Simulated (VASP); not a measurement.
# BeS4 (Im-3m) in VASP: notebook

Runs on BeS4. Level: PBE. Tasks: single point, relaxation of cell and atoms.

Everything below comes from runs of VASP 6.6.1. Logs are shortened: lines on timing, memory, paths and dates and some standing lists are left out, and cuts for length are marked.

**1. The cell of the first run**

The structure is cubic, space group Im-3m (No. 229). The conventional cell has a = 5.506 Å, b = 5.506 Å, c = 5.506 Å, α = 90.00°, β = 90.00°, γ = 90.00°. Be (site symmetry m-3m) has 8 S at 2.38 Å within 3.1 Å. S (site symmetry -3m) has 2 Be at 2.38 Å and 6 S at 2.75 Å within 3.1 Å.

**2. Single point, PBE**

INCAR

```
PREC     = Accurate       # precision mode
ENCUT    = 520            # plane-wave cutoff, eV
EDIFF    = 1E-6           # SCF threshold, eV
ISMEAR   = 0              # smearing method
SIGMA    = 0.1            # smearing width, eV
LREAL    = F              # projectors in reciprocal space
LASPH    = T              # aspherical terms in the spheres
NELM     = 100            # most SCF steps
ALGO     = Normal         # electronic algorithm
ISIF     = 2              # what is computed and relaxed
LWAVE    = F              # write WAVECAR
LCHARG   = F              # write CHGCAR
GGA      = PE             # functional
NBANDS   = 21             # bands
```

KPOINTS

```
Automatic mesh
0
Gamma
  10 10 10
```

POSCAR

```
BeS4
1.0
   -2.7531230612      2.7531230612      2.7531230612
    2.7531230612     -2.7531230612      2.7531230612
    2.7531230612      2.7531230612     -2.7531230612
Be S
1 4
Direct
    0.0000000000      0.0000000000      0.0000000000
    0.0000000000      0.0000000000      0.5000000000
    0.0000000000      0.5000000000      0.0000000000
    0.5000000000      0.0000000000      0.0000000000
    0.5000000000      0.5000000000      0.5000000000
```

Potentials or basis: VASP PAW PBE potentials, release 64 (Be, S).

The run is started by

```sh
$ cat potpaw_PBE.64/Be/POTCAR potpaw_PBE.64/S/POTCAR > POTCAR
$ mpirun -np 1 vasp_std > vasp.out
```

OUTCAR:

```text
PREC = Accurate
   ENCUT = 520
   EDIFF = 1E-6
   ISMEAR = 0
   LREAL = F
   LASPH = T
   NELM = 100
   ISIF = 2
   GGA = PE

 ion  position               nearest neighbor table
   1  0.000  0.000  0.000-   2 2.38   3 2.38   4 2.38   5 2.38   2 2.38   3 2.38   4 2.38   5 2.38

   2  0.000  0.000  0.500-   1 2.38   1 2.38   4 2.75   5 2.75   3 2.75   3 2.75   4 2.75   5 2.75

   3  0.000  0.500  0.000-   1 2.38   1 2.38   4 2.75   5 2.75   2 2.75   2 2.75   5 2.75   4 2.75

   4  0.500  0.000  0.000-   1 2.38   1 2.38   3 2.75   5 2.75   5 2.75   2 2.75   2 2.75   3 2.75

   5  0.500  0.500  0.500-   1 2.38   1 2.38   3 2.75   4 2.75   4 2.75   3 2.75   2 2.75   2 2.75

  LATTYP: Found a body centered cubic cell.
 ALAT       =     5.5062461224

  Lattice vectors:

 A1 = (  -2.7531230612,   2.7531230612,   2.7531230612)
 A2 = (   2.7531230612,  -2.7531230612,   2.7531230612)
 A3 = (   2.7531230612,   2.7531230612,  -2.7531230612)

Analysis of symmetry for initial positions (statically):
=====================================================================
 Subroutine PRICEL returns:
 Original cell was already a primitive cell.

 Routine SETGRP: Setting up the symmetry group for a
 body centered cubic supercell.

 Subroutine GETGRP returns: Found 48 space group operations
 (whereof 48 operations were pure point group operations)
 out of a pool of 48 trial point group operations.

The static configuration has the point symmetry O_h .

Analysis of symmetry for dynamics (positions and initial velocities):
=====================================================================
 Subroutine PRICEL returns:
 Original cell was already a primitive cell.

 Routine SETGRP: Setting up the symmetry group for a
 body centered cubic supercell.

 Subroutine GETGRP returns: Found 48 space group operations
 (whereof 48 operations were pure point group operations)
 out of a pool of 48 trial point group operations.

The dynamic configuration has the point symmetry O_h .

 Subroutine INISYM returns: Found 48 space group operations
 (whereof 48 operations are pure point group operations),
 and found     1 'primitive' translations

----------------------------------------------------------------------------------------

                                     Primitive cell

  volume of cell :      83.4712

  direct lattice vectors                    reciprocal lattice vectors
    -2.753123061  2.753123061  2.753123061     0.000000000  0.181611933  0.181611933
     2.753123061 -2.753123061  2.753123061     0.181611933  0.000000000  0.181611933
     2.753123061  2.753123061 -2.753123061     0.181611933  0.181611933  0.000000000

  length of vectors
     4.768549021  4.768549021  4.768549021     0.256838058  0.256838058  0.256838058

  position of ions in fractional coordinates (direct lattice)
     0.000000000  0.000000000  0.000000000
     0.000000000  0.000000000  0.500000000
     0.000000000  0.500000000  0.000000000
     0.500000000  0.000000000  0.000000000
     0.500000000  0.500000000  0.500000000

  ion indices of the primitive-cell ions
   primitive index   ion index
                 1           1
                 2           2
                 3           3
                 4           4
                 5           5

----------------------------------------------------------------------------------------

 KPOINTS: Automatic mesh

Automatic generation of k-mesh.
 Grid dimensions read from file:
 generate k-points for:   10   10   10

 Generating k-lattice:

  Cartesian coordinates                     Fractional coordinates (reciprocal lattice)
     0.000000000  0.018161193  0.018161193     0.100000000  0.000000000  0.000000000
     0.018161193  0.000000000  0.018161193     0.000000000  0.100000000  0.000000000
     0.018161193  0.018161193  0.000000000     0.000000000  0.000000000  0.100000000

  Length of vectors
     0.025683806  0.025683806  0.025683806

  Shift w.r.t. Gamma in fractional coordinates (k-lattice)
     0.000000000  0.000000000  0.000000000

 Subroutine IBZKPT returns following result:
 ===========================================

 Found     47 irreducible k-points:

 Following reciprocal coordinates:
            Coordinates               Weight
  0.000000  0.000000  0.000000      1.000000
  0.100000  0.000000  0.000000     12.000000
  0.200000  0.000000  0.000000     12.000000
  0.300000  0.000000  0.000000     12.000000
  0.400000  0.000000  0.000000     12.000000
  0.500000  0.000000  0.000000      6.000000
[... 16 lines left out ...]
  0.300000  0.300000  0.100000      8.000000
 -0.300000  0.300000  0.100000     24.000000
 [... further k-points ...]
   k-points           NKPTS =     47   k-points in BZ     NKDIM =     47   number of bands    NBANDS=     21
   number of dos      NEDOS =    301   number of ions     NIONS =      5
   total plane-waves  NPLWV =  46656
   dimension x,y,z NGX =    36 NGY =   36 NGZ =   36
   dimension x,y,z NGXF=    72 NGYF=   72 NGZF=   72
   ions per type =               1   4
   NGX,Y,Z   is equivalent  to a cutoff of  12.55, 12.55, 12.55 a.u.
   NGXF,Y,Z  is equivalent  to a cutoff of  25.10, 25.10, 25.10 a.u.
 SYSTEM =  unknown system
   PREC   = accura    normal or accurate (medium, high low for compatibility)
   ISTART =      0    job   : 0-new  1-cont  2-samecut
   ICHARG =      2    charge: 1-file 2-atom 10-const
   ISPIN  =      1    spin polarized calculation?
   LNONCOLLINEAR =      F non collinear calculations
   LSORBIT =      F    spin-orbit coupling
   LASPH  =      T    aspherical Exc in radial PAW
   ENCUT  =  520.0 eV  38.22 Ry    6.18 a.u.   8.87  8.87  8.87*2*pi/ulx,y,z
   NELM   =    100;   NELMIN=  2; NELMDL= -5     # of ELM steps
   EDIFF  = 0.1E-05   stopping-criterion for ELM
   LREAL  =      F    real-space projection
   EDIFFG = 0.1E-04   stopping-criterion for IOM
   NSW    =      0    number of steps for IOM
   IBRION =     -1    ionic relax: 0-MD 1-quasi-New 2-CG
   NFREE  =      0    steps in history (QN), initial steepest desc. (CG)
   ISIF   =      2    stress and relaxation
   ISYM   =      2    0-nonsym 1-usesym 2-fastsym
   POTIM  = 0.5000    time-step for ionic-motion
   TEBEG  =    0.0;   TEEND  =   0.0 temperature during run
   PSTRESS=    0.0 pullay stress
   NELECT =      26.0000    total number of electrons
   NUPDOWN=      -1.0000    fix difference up-down
   EMIN   =  10.00;   EMAX   =-10.00  energy-range for DOS
   EFERMI =   0.00;   METHOD = LEGACY
   ISMEAR =     0;   SIGMA  =   0.10  broadening in eV -4-tet -1-fermi 0-gaus
   EFERMI_NEDOS =   21; number of points for ismear=-14 and -15
   IALGO  =     38    algorithm
   IMIX   =      4    mixing-type and parameters
     AMIX     =   0.40;   BMIX     =  1.00
     AMIX_MAG =   1.60;   BMIX_MAG =  1.00
  volume/ion in A,a.u.               =      16.69       112.66
  Fermi-wavevector in a.u.,A,eV,Ry     =   1.109738  2.097100 16.755815  1.231518
  Thomas-Fermi vector in A             =   2.246281
   LORBIT       =      0    0 simple, 1 ext, 2 COOP (PROOUT), +10 PAW based schemes
   GGA     = PE    functional components
   LHFCALC =     F    Hartree Fock is set to
   AEXX    =    0.0000 exact exchange contribution
   IVDW    =     0    specifies the selected vdW correction
   LEPSILON=     F    determine dielectric tensor
   LRPA    =     F    only Hartree local field effects (RPA)
 non-spin polarized calculation
 Gauss-broadening in eV      SIGMA  =   0.10
  energy-cutoff  :      520.00
  volume of cell :       83.47
 maximum number of plane-waves:      2274
   NGX = 17   NGY = 17   NGZ = 17

 number of electron      26.0000002 magnetization

 Free energy of the ion-electron system (eV)
  ---------------------------------------------------
  ext. energy  EPLUGINS =         0.00000000
  ---------------------------------------------------
  free energy    TOTEN  =       -17.38434229 eV

  energy without entropy =      -17.36812120  energy(sigma->0) =      -17.37623175

 E-fermi :   5.9699     XC(G=0): -10.1299

 val. band max:        5.9581358677   @ k =   0.2000   0.1000   0.1000
 cond. band min:       5.9727196274   @ k =   0.3000   0.2000   0.0000
 fundamental gap:      0.0145837597
 Fermi energy:         5.9699361522

 k-point     1 :       0.0000    0.0000    0.0000
  band No.  band energies     occupation
      1     -10.0398      2.00000
      2      -5.7681      2.00000
      3      -5.7681      2.00000
      4      -5.7681      2.00000
      5      -0.4985      2.00000
      6      -0.4985      2.00000
[... 13 lines left out ...]
     20      12.9967      0.00000
     21      12.9967      0.00000

 k-point     2 :       0.1000    0.0000    0.0000
  band No.  band energies     occupation
      1      -9.9682      2.00000
      2      -5.9413      2.00000
      3      -5.8338      2.00000
      4      -5.8059      2.00000
      5      -0.4763      2.00000
      6      -0.4507      2.00000
[... 13 lines left out ...]
     20      13.1770      0.00000
     21      13.4672      0.00000

 k-point     3 :       0.2000    0.0000    0.0000
  band No.  band energies     occupation
      1      -9.7554      2.00000
      2      -6.4017      2.00000
      3      -5.9917      2.00000
      4      -5.9006      2.00000
      5      -0.4270      2.00000
      6      -0.3544      2.00000
[... 13 lines left out ...]
     20      13.5214      0.00000
     21      13.9990      0.00000
[... 457 lines left out ...]
 k-point    23 :       0.3000    0.3000    0.1000
  band No.  band energies     occupation
      1      -7.9097      2.00000
      2      -7.6978      2.00000
      3      -7.6978      2.00000
      4      -6.5235      2.00000
      5       0.5018      2.00000
      6       2.2765      2.00000
[... 13 lines left out ...]
     20      14.0322      0.00000
     21      14.5981      0.00000

 k-point    24 :      -0.3000    0.3000    0.1000
  band No.  band energies     occupation
      1      -9.3456      2.00000
      2      -7.0548      2.00000
      3      -6.6058      2.00000
      4      -5.5390      2.00000
      5      -0.9960      2.00000
      6       0.2978      2.00000
[... 13 lines left out ...]
     20      12.3207      0.00000
     21      13.2064      0.00000

 [... further k-points ...]

------------------------ aborting loop because EDIFF is reached ----------------------------------------

  FORCE on cell =-STRESS in cart. coord.  units (eV):
  Direction    XX          YY          ZZ          XY          YZ          ZX
  --------------------------------------------------------------------------------------
  -------------------------------------------------------------------------------------
  Total       -0.0550597     -0.0550597     -0.0550597      0.0000000      0.0000000     -0.0000000
  in kB       -1.0568360     -1.0568360     -1.0568360      0.0000000      0.0000000     -0.0000000
  external PRESSURE =      -1.0568360 kB  Pullay stress =       0.0000000 kB

 VOLUME and BASIS-vectors are now :
 -----------------------------------------------------------------------------
  energy-cutoff  :      520.00
  volume of cell :       83.47
      direct lattice vectors                 reciprocal lattice vectors
    -2.753123061  2.753123061  2.753123061     0.000000000  0.181611933  0.181611933
     2.753123061 -2.753123061  2.753123061     0.181611933  0.000000000  0.181611933
     2.753123061  2.753123061 -2.753123061     0.181611933  0.181611933  0.000000000

 POSITION                                       TOTAL-FORCE (eV/Angst)
 -----------------------------------------------------------------------------------
      0.00000      0.00000      0.00000        -0.000000      0.000000     -0.000000
      1.37656      1.37656     -1.37656        -0.000000     -0.000000      0.000000
      1.37656     -1.37656      1.37656         0.000000     -0.000000     -0.000000
     -1.37656      1.37656      1.37656         0.000000     -0.000000     -0.000000
      1.37656      1.37656      1.37656         0.000000      0.000000      0.000000
 -----------------------------------------------------------------------------------
    total drift:                                0.000000     -0.000000      0.000000

  FREE ENERGIE OF THE ION-ELECTRON SYSTEM (eV)
  ---------------------------------------------------
  free  energy   TOTEN  =       -17.3843422945 eV

  energy  without entropy=      -17.3681211983  energy(sigma->0) =      -17.37623175
```

Run time: 90 s. Hardware: 1 thread of Intel Xeon 8259CL, shared host; peak memory 0.23 GiB.

What came out:

```yaml
Free_energy: -17.3843 eV
Pressure: -0.1 GPa
Band_gap_on_the_k_mesh: zero (band 13 reaches 7.50 eV, above the bottom of band 14 at 4.12 eV)
```

Levels at points of the mesh, in eV from the Fermi level:
```csv
k point,band 9,band 10,band 11,band 12,band 13,band 14,band 15,band 16,band 17,band 18
"(0.00, 0.00, 0.00)",-4.89,-4.89,-0.40,0.36,0.36,0.36,2.33,2.93,2.93,3.11
"(0.50, 0.00, 0.00)",-3.03,-2.83,-2.52,-2.16,-1.51,-1.15,1.46,1.59,3.28,4.14
"(0.50, 0.50, 0.50)",-3.76,-3.76,1.44,1.44,1.44,1.94,1.94,1.94,2.65,2.65
```

**3. Relaxation of cell and atoms, PBE**

This run uses another cell than the first one, of 16.73 Å³/atom, 1.002 times its volume.

INCAR

```
PREC = Accurate ; ENCUT = 600
EDIFF = 1E-7 ; ISMEAR = 0
SIGMA = 0.1 ; LREAL = False
LASPH = True ; NELM = 80
ALGO = Normal ; ISIF = 3
LWAVE = False ; LCHARG = False
GGA = PE ; IBRION = 2
NSW = 100 ; EDIFFG = -0.01
```

KPOINTS

```
regular mesh
0
Gamma
  10 10 10
```

Changes to POSCAR since step 2:

```diff
@@ -2,5 +2,5 @@
 1.0
-   -2.7531230612      2.7531230612      2.7531230612
-    2.7531230612     -2.7531230612      2.7531230612
-    2.7531230612      2.7531230612     -2.7531230612
+   -2.7552510752      2.7552510752      2.7552510752
+    2.7552510752     -2.7552510752      2.7552510752
+    2.7552510752      2.7552510752     -2.7552510752
 Be S
```

Potentials or basis: VASP PAW PBE potentials, release 64 (Be, S).

The run is started by

```sh
$ cat potpaw_PBE.64/Be/POTCAR potpaw_PBE.64/S/POTCAR > POTCAR
$ mpirun -np 1 vasp_std > vasp.out
```

Wall time 3.2 min (1 thread of Intel Xeon 8259CL, shared host); peak memory 0.28 GiB.

Results (log left out):

| Item | Value |
| --- | --- |
| Free energy | -17.3847 eV |
| Relaxed volume | 16.67 Å³/atom |
| Relaxed cell | a = 4.766 Å, b = 4.766 Å, c = 4.766 Å, α = 109.47°, β = 109.47°, γ = 109.47° |
| Space group after relaxing (to 0.05 Å) | Im-3m (No. 229) |
| Energy gained by relaxing | 0.0 meV/atom |
| Ionic steps | 2 |
| Pressure after relaxing | 0.0 GPa |
| Band gap on the k mesh | zero (band 13 reaches 7.52 eV, above the bottom of band 14 at 4.14 eV) |

Step by step:
```csv
step,energy change (eV),largest force (eV/Å),pressure (GPa),volume (Å³)
1,0.0000,0.0000,-0.25,83.66
2,-0.0002,0.0000,0.04,83.35
```

Final structure:
```xyz
5
Lattice="-2.7518 2.7518 2.7518 2.7518 -2.7518 2.7518 2.7518 2.7518 -2.7518" Properties=species:S:1:pos:R:3 pbc="T T T"
Be    0.0000    0.0000    0.0000
S     1.3759    1.3759    4.1277
S     1.3759   -1.3759    1.3759
S     4.1277    1.3759    1.3759
S     1.3759    1.3759    1.3759
```

Levels at points of the mesh, in eV from the Fermi level:
```csv
k point,band 9,band 10,band 11,band 12,band 13,band 14,band 15,band 16,band 17
"(0.00, 0.00, 0.00)",-4.90,-4.90,-0.41,0.36,0.36,0.36,2.33,2.94,2.94
"(0.50, 0.00, 0.00)",-3.04,-2.84,-2.53,-2.16,-1.52,-1.15,1.46,1.59,3.27
"(0.50, 0.50, 0.50)",-3.77,-3.77,1.44,1.44,1.44,1.94,1.94,1.94,2.64
```
